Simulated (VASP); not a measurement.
## Hf2N: single point with PBEsol

Crystal: Hf2N.

```xyz
6
Lattice="5.2955 0.0000 0.0000 0.0000 6.2015 0.0000 0.0000 -1.6797 2.7559" Properties=species:S:1:pos:R:3 pbc="T T T"
Hf    3.7309    1.3361    0.8143
Hf    1.5646    3.1858    1.9417
Hf    4.2124    4.4368    0.8143
Hf    1.0831    0.0851    1.9417
N     0.0000    0.0000    0.0000
N     2.6478    3.1008    0.0000
```

```json
{"Program": "VASP 6.6.1", "Task": "single point", "Functional": "PBEsol", "Potentials or basis": "VASP PAW PBE potentials, release 64 (Hf_pv, N)", "Cutoff": "520 eV", "k mesh": "7 × 6 × 12", "Occupations": "gaussian, width 0.1 eV", "Spin": "no spin polarisation"}
```

```yaml
Pressure: -1.0 GPa
Largest_force: 0.019 eV/Å
Band_gap_on_the_k_mesh: zero (band 25 reaches 7.32 eV, above the bottom of band 26 at 4.62 eV)
```

Forces in eV/Å, atoms in the order of the input:
```
Hf  -0.015  0.010  0.006
Hf   0.015 -0.010 -0.006
Hf   0.015  0.010  0.006
Hf  -0.015 -0.010 -0.006
N    0.000  0.000  0.000
N    0.000  0.000  0.000
```

Stress tensor (GPa, compression positive):
```
-0.94  0.00  0.00
 0.00 -1.02  0.05
 0.00  0.05 -1.07
```

Levels at points of the mesh, in eV from the Fermi level:
```csv
k point,band 22,band 23,band 24,band 25,band 26,band 27,band 28,band 29
"(0.00, 0.00, 0.00)",-2.14,-0.09,0.80,1.06,1.14,1.14,1.58,1.79
"(0.00, 0.50, 0.00)",-2.49,-1.06,-1.06,1.45,1.45,1.89,1.89,2.00
"(0.00, 0.00, 0.50)",-1.96,-1.15,-1.15,-0.94,-0.94,1.80,1.80,3.87
"(0.00, 0.50, 0.50)",-1.45,-1.26,-1.26,-1.25,-1.25,2.20,2.20,3.74
```

It took 6.6 min on 1 thread of AMD EPYC 9R45 96-Core Processor (Zen 5) (shared host), peak memory 0.62 GiB.

Caveat: the PAW data sets were made with another functional, which shifts forces and pressure a little; spin-orbit coupling is left out, which moves the levels of the heavy elements.
